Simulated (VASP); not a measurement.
# Ho (P6_3/mmc) in VASP: single point with PBE+U

Aim: the single point of Ho with PBE+U.

All numbers are computed with VASP 6.6.1; they aren't measurements. Logs are shortened: lines on timing, memory, paths and dates and some standing lists are left out, and cuts for length are marked.

**1. The cell of the first run**

The structure is hexagonal, space group P6_3/mmc (No. 194). Conventional cell: a = 3.580 Å, b = 3.580 Å, c = 5.621 Å, α = 90.00°, β = 90.00°, γ = 120.00°. Ho (site symmetry -6m2) has 12 Ho at 3.49 to 3.58 Å within 4.6 Å.

**2. Single point, PBE+U**

Contents of INCAR:

```
PREC = Accurate
ENCUT = 520
EDIFF = 1E-6
ISMEAR = 0
SIGMA = 0.05
LREAL = F
LASPH = T
NELM = 150
ALGO = Normal
ISIF = 2
LWAVE = F
LCHARG = T
LMAXMIX = 6
LDAU = T
LDAUTYPE = 2
LDAUL = 3
LDAUU = 6
LDAUJ = 0
LDAUPRINT = 1
GGA = PE
LELF = T
LVHAR = T
NBANDS = 28
```

Contents of KPOINTS:

```
Automatic mesh
0
Gamma
  10 10 6
```

Contents of POSCAR:

```
Ho
1.0
    3.5800003276      0.0000000000      0.0000000000
   -1.7900001638      3.1003712292      0.0000000000
    0.0000000000      0.0000000000      5.6206005144
Ho
2
Direct
    0.3333333333      0.6666666667      0.7500000000
    0.6666666667      0.3333333333      0.2500000000
```

Potentials or basis: VASP PAW PBE potentials, release 64 (Ho).

The run is started by

```bash
$ cat potpaw_PBE.64/Ho/POTCAR > POTCAR
$ mpirun -np 1 vasp_std > vasp.out
```

OUTCAR:

```text
PREC = Accurate
   ENCUT = 520
   EDIFF = 1E-6
   ISMEAR = 0
   LREAL = F
   LASPH = T
   NELM = 150
   ISIF = 2
   GGA = PE

 ion  position               nearest neighbor table
   1  0.333  0.667  0.750-   2 3.49   2 3.49   2 3.49   2 3.49   2 3.49   2 3.49
   2  0.667  0.333  0.250-   1 3.49   1 3.49   1 3.49   1 3.49   1 3.49   1 3.49

  LATTYP: Found a hexagonal cell.
 ALAT       =     3.5800003276
 C/A-ratio  =     1.5700000000

  Lattice vectors:

 A1 = (   3.5800003276,   0.0000000000,   0.0000000000)
 A2 = (  -1.7900001638,   3.1003712292,   0.0000000000)
 A3 = (   0.0000000000,   0.0000000000,   5.6206005144)

Analysis of symmetry for initial positions (statically):
=====================================================================
 Subroutine PRICEL returns:
 Original cell was already a primitive cell.

 Routine SETGRP: Setting up the symmetry group for a
 hexagonal supercell.

 Subroutine GETGRP returns: Found 24 space group operations
 (whereof 12 operations were pure point group operations)
 out of a pool of 24 trial point group operations.

The static configuration has the point symmetry D_3d.
 The point group associated with its full space group is D_6h.

Analysis of symmetry for dynamics (positions and initial velocities):
=====================================================================
 Subroutine PRICEL returns:
 Original cell was already a primitive cell.

 Routine SETGRP: Setting up the symmetry group for a
 hexagonal supercell.

 Subroutine GETGRP returns: Found 24 space group operations
 (whereof 12 operations were pure point group operations)
 out of a pool of 24 trial point group operations.

The dynamic configuration has the point symmetry D_3d.
 The point group associated with its full space group is D_6h.

 Subroutine INISYM returns: Found 24 space group operations
 (whereof 12 operations are pure point group operations),
 and found     1 'primitive' translations

----------------------------------------------------------------------------------------

                                     Primitive cell

  volume of cell :      62.3849

  direct lattice vectors                    reciprocal lattice vectors
     3.580000328  0.000000000  0.000000000     0.279329583  0.161271010  0.000000000
    -1.790000164  3.100371229  0.000000000     0.000000000  0.322542020  0.000000000
     0.000000000  0.000000000  5.620600514     0.000000000  0.000000000  0.177916932

  length of vectors
     3.580000328  3.580000328  5.620600514     0.322542020  0.322542020  0.177916932

  position of ions in fractional coordinates (direct lattice)
     0.333333333  0.666666667  0.750000000
     0.666666667  0.333333333  0.250000000

  ion indices of the primitive-cell ions
   primitive index   ion index
                 1           1
[... 137 lines left out ...]
 -0.0000  0.0000  0.0000 -0.0000  0.0000  0.9870 -0.0000
  0.0000  0.0000 -0.0000 -0.0000 -0.0000 -0.0000  0.9889

 occupancies and eigenvectors

  o =  0.0056  v =  0.0000  0.0000 -0.0000  1.0000  0.0000  0.0000  0.0000  0.0000  0.0000  0.0000  0.0000  0.0000  0.0000  0.0000      0.0000  0.0000  0.0000  0.0000  0.0000  0.0000  0.0000  0.0000  0.0000  0.0000  0.0000  0.0000  0.0000  0.0000
  o =  0.0056  v =  0.0000  0.0000  0.0000  0.0000  0.0000  0.0000  0.0000  0.0000  0.0000 -0.0000  1.0000  0.0000  0.0000  0.0000      0.0000  0.0000  0.0000  0.0000  0.0000  0.0000  0.0000  0.0000  0.0000  0.0000  0.0000  0.0000  0.0000  0.0000
  o =  0.1968  v =  1.0000  0.0000  0.0000 -0.0000 -0.0000  0.0000 -0.0000  0.0000  0.0000  0.0000  0.0000  0.0000  0.0000  0.0000      0.0000  0.0000  0.0000  0.0000  0.0000  0.0000  0.0000  0.0000  0.0000  0.0000  0.0000  0.0000  0.0000  0.0000
  o =  0.1968  v =  0.0000  0.0000  0.0000  0.0000  0.0000  0.0000  0.0000  1.0000  0.0000  0.0000 -0.0000 -0.0000  0.0000 -0.0000      0.0000  0.0000  0.0000  0.0000  0.0000  0.0000  0.0000  0.0000  0.0000  0.0000  0.0000  0.0000  0.0000  0.0000
  o =  0.9870  v = -0.0000  0.9636  0.0000 -0.0000  0.0000  0.2673  0.0000  0.0000  0.0000  0.0000  0.0000  0.0000  0.0000  0.0000      0.0000  0.0000  0.0000  0.0000  0.0000  0.0000  0.0000  0.0000  0.0000  0.0000  0.0000  0.0000  0.0000  0.0000
  o =  0.9870  v =  0.0000  0.0000  0.0000  0.0000  0.0000  0.0000  0.0000 -0.0000  0.9636  0.0000 -0.0000  0.0000  0.2673  0.0000      0.0000  0.0000  0.0000  0.0000  0.0000  0.0000  0.0000  0.0000  0.0000  0.0000  0.0000  0.0000  0.0000  0.0000
  o =  0.9870  v =  0.0000  0.0000  0.0000  0.0000  0.0000  0.0000  0.0000 -0.0000 -0.2673 -0.0000 -0.0000 -0.0000  0.9636 -0.0000      0.0000  0.0000  0.0000  0.0000  0.0000  0.0000  0.0000  0.0000  0.0000  0.0000  0.0000  0.0000  0.0000  0.0000
  o =  0.9870  v = -0.0000 -0.2673 -0.0000 -0.0000 -0.0000  0.9636 -0.0000  0.0000  0.0000  0.0000  0.0000  0.0000  0.0000  0.0000      0.0000  0.0000  0.0000  0.0000  0.0000  0.0000  0.0000  0.0000  0.0000  0.0000  0.0000  0.0000  0.0000  0.0000
  o =  0.9884  v =  0.0000  0.0000  0.0000  0.0000  0.0000  0.0000  0.0000  0.0000  0.0000 -1.0000 -0.0000 -0.0000 -0.0000 -0.0000      0.0000  0.0000  0.0000  0.0000  0.0000  0.0000  0.0000  0.0000  0.0000  0.0000  0.0000  0.0000  0.0000  0.0000
  o =  0.9884  v =  0.0000  0.0000 -1.0000 -0.0000 -0.0000 -0.0000 -0.0000  0.0000  0.0000  0.0000  0.0000  0.0000  0.0000  0.0000      0.0000  0.0000  0.0000  0.0000  0.0000  0.0000  0.0000  0.0000  0.0000  0.0000  0.0000  0.0000  0.0000  0.0000
  o =  0.9884  v =  0.0000  0.0000  0.0000  0.0000  0.0000  0.0000  0.0000  0.0000 -0.0000 -0.0000  0.0000  1.0000  0.0000  0.0000      0.0000  0.0000  0.0000  0.0000  0.0000  0.0000  0.0000  0.0000  0.0000  0.0000  0.0000  0.0000  0.0000  0.0000
  o =  0.9884  v =  0.0000 -0.0000 -0.0000  0.0000  1.0000  0.0000  0.0000  0.0000  0.0000  0.0000  0.0000  0.0000  0.0000  0.0000      0.0000  0.0000  0.0000  0.0000  0.0000  0.0000  0.0000  0.0000  0.0000  0.0000  0.0000  0.0000  0.0000  0.0000
  o =  0.9889  v = -0.0000  0.0000  0.0000 -0.0000  0.0000  0.0000 -1.0000  0.0000  0.0000  0.0000  0.0000  0.0000  0.0000  0.0000      0.0000  0.0000  0.0000  0.0000  0.0000  0.0000  0.0000  0.0000  0.0000  0.0000  0.0000  0.0000  0.0000  0.0000
  o =  0.9889  v =  0.0000  0.0000  0.0000  0.0000  0.0000  0.0000  0.0000 -0.0000  0.0000  0.0000 -0.0000  0.0000  0.0000 -1.0000      0.0000  0.0000  0.0000  0.0000  0.0000  0.0000  0.0000  0.0000  0.0000  0.0000  0.0000  0.0000  0.0000  0.0000

atom =   2  type =  1  l = 3

 onsite density matrix

spin component  1

  0.1968 -0.0000 -0.0000  0.0000  0.0000 -0.0000  0.0000
 -0.0000  0.9870  0.0000  0.0000 -0.0000  0.0000  0.0000
 -0.0000  0.0000  0.9884  0.0000 -0.0000  0.0000 -0.0000
  0.0000  0.0000  0.0000  0.0056 -0.0000 -0.0000 -0.0000
  0.0000 -0.0000 -0.0000 -0.0000  0.9884  0.0000 -0.0000
 -0.0000  0.0000  0.0000 -0.0000  0.0000  0.9870 -0.0000
  0.0000  0.0000 -0.0000 -0.0000 -0.0000 -0.0000  0.9889

spin component  2

  0.1968 -0.0000 -0.0000  0.0000  0.0000 -0.0000  0.0000
 -0.0000  0.9870  0.0000  0.0000 -0.0000  0.0000  0.0000
 -0.0000  0.0000  0.9884  0.0000 -0.0000  0.0000 -0.0000
  0.0000  0.0000  0.0000  0.0056 -0.0000 -0.0000 -0.0000
  0.0000 -0.0000 -0.0000 -0.0000  0.9884  0.0000 -0.0000
 -0.0000  0.0000  0.0000 -0.0000  0.0000  0.9870 -0.0000
  0.0000  0.0000 -0.0000 -0.0000 -0.0000 -0.0000  0.9889

 occupancies and eigenvectors

  o =  0.0056  v =  0.0000  0.0000  0.0000 -1.0000  0.0000 -0.0000 -0.0000  0.0000  0.0000  0.0000  0.0000  0.0000  0.0000  0.0000      0.0000  0.0000  0.0000  0.0000  0.0000  0.0000  0.0000  0.0000  0.0000  0.0000  0.0000  0.0000  0.0000  0.0000
  o =  0.0056  v =  0.0000  0.0000  0.0000  0.0000  0.0000  0.0000  0.0000  0.0000  0.0000  0.0000 -1.0000  0.0000 -0.0000 -0.0000      0.0000  0.0000  0.0000  0.0000  0.0000  0.0000  0.0000  0.0000  0.0000  0.0000  0.0000  0.0000  0.0000  0.0000
  o =  0.1968  v =  1.0000  0.0000  0.0000  0.0000 -0.0000  0.0000 -0.0000  0.0000  0.0000  0.0000  0.0000  0.0000  0.0000  0.0000      0.0000  0.0000  0.0000  0.0000  0.0000  0.0000  0.0000  0.0000  0.0000  0.0000  0.0000  0.0000  0.0000  0.0000
  o =  0.1968  v =  0.0000  0.0000  0.0000  0.0000  0.0000  0.0000  0.0000  1.0000  0.0000  0.0000  0.0000 -0.0000  0.0000 -0.0000      0.0000  0.0000  0.0000  0.0000  0.0000  0.0000  0.0000  0.0000  0.0000  0.0000  0.0000  0.0000  0.0000  0.0000
  o =  0.9870  v =  0.0000 -0.9526  0.0000 -0.0000 -0.0000  0.3042 -0.0000  0.0000  0.0000  0.0000  0.0000  0.0000  0.0000  0.0000      0.0000  0.0000  0.0000  0.0000  0.0000  0.0000  0.0000  0.0000  0.0000  0.0000  0.0000  0.0000  0.0000  0.0000
  o =  0.9870  v =  0.0000  0.0000  0.0000  0.0000  0.0000  0.0000  0.0000  0.0000 -0.9526  0.0000 -0.0000 -0.0000  0.3042 -0.0000      0.0000  0.0000  0.0000  0.0000  0.0000  0.0000  0.0000  0.0000  0.0000  0.0000  0.0000  0.0000  0.0000  0.0000
  o =  0.9870  v = -0.0000  0.3042 -0.0000 -0.0000 -0.0000  0.9526  0.0000  0.0000  0.0000  0.0000  0.0000  0.0000  0.0000  0.0000      0.0000  0.0000  0.0000  0.0000  0.0000  0.0000  0.0000  0.0000  0.0000  0.0000  0.0000  0.0000  0.0000  0.0000
  o =  0.9870  v =  0.0000  0.0000  0.0000  0.0000  0.0000  0.0000  0.0000 -0.0000  0.3042 -0.0000 -0.0000 -0.0000  0.9526  0.0000      0.0000  0.0000  0.0000  0.0000  0.0000  0.0000  0.0000  0.0000  0.0000  0.0000  0.0000  0.0000  0.0000  0.0000
  o =  0.9884  v =  0.0000  0.0000  0.0000  0.0000  0.0000  0.0000  0.0000  0.0000 -0.0000 -1.0000 -0.0000 -0.0000 -0.0000 -0.0000      0.0000  0.0000  0.0000  0.0000  0.0000  0.0000  0.0000  0.0000  0.0000  0.0000  0.0000  0.0000  0.0000  0.0000
  o =  0.9884  v =  0.0000 -0.0000 -1.0000 -0.0000 -0.0000 -0.0000 -0.0000  0.0000  0.0000  0.0000  0.0000  0.0000  0.0000  0.0000      0.0000  0.0000  0.0000  0.0000  0.0000  0.0000  0.0000  0.0000  0.0000  0.0000  0.0000  0.0000  0.0000  0.0000
  o =  0.9884  v =  0.0000  0.0000  0.0000  0.0000  0.0000  0.0000  0.0000  0.0000  0.0000 -0.0000  0.0000  1.0000  0.0000  0.0000      0.0000  0.0000  0.0000  0.0000  0.0000  0.0000  0.0000  0.0000  0.0000  0.0000  0.0000  0.0000  0.0000  0.0000
  o =  0.9884  v =  0.0000  0.0000 -0.0000  0.0000  1.0000  0.0000  0.0000  0.0000  0.0000  0.0000  0.0000  0.0000  0.0000  0.0000      0.0000  0.0000  0.0000  0.0000  0.0000  0.0000  0.0000  0.0000  0.0000  0.0000  0.0000  0.0000  0.0000  0.0000
  o =  0.9889  v =  0.0000  0.0000  0.0000  0.0000  0.0000  0.0000  0.0000  0.0000 -0.0000 -0.0000 -0.0000 -0.0000 -0.0000  1.0000      0.0000  0.0000  0.0000  0.0000  0.0000  0.0000  0.0000  0.0000  0.0000  0.0000  0.0000  0.0000  0.0000  0.0000
  o =  0.9889  v =  0.0000 -0.0000 -0.0000 -0.0000 -0.0000 -0.0000  1.0000  0.0000  0.0000  0.0000  0.0000  0.0000  0.0000  0.0000      0.0000  0.0000  0.0000  0.0000  0.0000  0.0000  0.0000  0.0000  0.0000  0.0000  0.0000  0.0000  0.0000  0.0000

 number of electron      41.9999994 magnetization

 Free energy of the ion-electron system (eV)
  ---------------------------------------------------
  ext. energy  EPLUGINS =         0.00000000
  ---------------------------------------------------
  free energy    TOTEN  =        -2.55685796 eV

  energy without entropy =       -2.53625321  energy(sigma->0) =       -2.54655559

 E-fermi :   2.5417     XC(G=0): -10.1496

 val. band max:        2.5394141804   @ k =   0.1000   0.0000   0.0000
 cond. band min:       2.5451259487   @ k =   0.3000  -0.0000   0.1667
 fundamental gap:      0.0057117683
 Fermi energy:         2.5417495163

 k-point     1 :       0.0000    0.0000    0.0000
  band No.  band energies     occupation
      1     -44.9236      2.00000
      2     -44.8604      2.00000
      3     -20.4909      2.00000
      4     -19.8967      2.00000
      5     -19.8967      2.00000
      6     -19.7840      2.00000
[... 733 lines left out ...]
     27       4.5137      0.00000
     28       4.6273      0.00000

 [... further k-points ...]

------------------------ aborting loop because EDIFF is reached ----------------------------------------

  FORCE on cell =-STRESS in cart. coord.  units (eV):
  Direction    XX          YY          ZZ          XY          YZ          ZX
  --------------------------------------------------------------------------------------
  -------------------------------------------------------------------------------------
  Total        1.0540330      1.0540330      1.3194989      0.0000000      0.0000000      0.0000000
  in kB       27.0698163     27.0698163     33.8875462      0.0000000      0.0000000      0.0000000
  external PRESSURE =      29.3423930 kB  Pullay stress =       0.0000000 kB

 VOLUME and BASIS-vectors are now :
 -----------------------------------------------------------------------------
  energy-cutoff  :      520.00
  volume of cell :       62.38
      direct lattice vectors                 reciprocal lattice vectors
     3.580000328  0.000000000  0.000000000     0.279329583  0.161271010  0.000000000
    -1.790000164  3.100371229  0.000000000     0.000000000  0.322542020  0.000000000
     0.000000000  0.000000000  5.620600514     0.000000000  0.000000000  0.177916932

 POSITION                                       TOTAL-FORCE (eV/Angst)
 -----------------------------------------------------------------------------------
     -0.00000      2.06691      4.21545        -0.000000      0.000000      0.000000
      1.79000      1.03346      1.40515         0.000000      0.000000      0.000000
 -----------------------------------------------------------------------------------
    total drift:                               -0.000000      0.000000     -0.000000

  FREE ENERGIE OF THE ION-ELECTRON SYSTEM (eV)
  ---------------------------------------------------
  free  energy   TOTEN  =        -2.5568579641 eV

  energy  without entropy=       -2.5362532131  energy(sigma->0) =       -2.54655559
```

It took 8.9 min on 1 thread of Oxide Virtual Turin-like, shared host; peak memory 0.2 GiB.

Results:

```yaml
Free_energy: -2.5569 eV
Pressure: 2.9 GPa
Band_gap_on_the_k_mesh: zero (band 21 reaches 2.75 eV, above the bottom of band 22 at 2.38 eV)
```

Eigenvalues of the final occupation matrices:
| site | spin | trace | eigenvalues |
| --- | --- | --- | --- |
| site 1 f | 1 | 5.14 | 0.01 0.20 0.99 0.99 0.99 0.99 0.99 |
| site 1 f | 2 | 5.14 | 0.01 0.20 0.99 0.99 0.99 0.99 0.99 |
| site 2 f | 1 | 5.14 | 0.01 0.20 0.99 0.99 0.99 0.99 0.99 |
| site 2 f | 2 | 5.14 | 0.01 0.20 0.99 0.99 0.99 0.99 0.99 |

Caveat: spin-orbit coupling is left out, which moves the levels of the heavy elements; U without spin polarisation on a metal has little footing. Spin polarisation is off, so any magnetic state and its effect on volume and gap are missing.
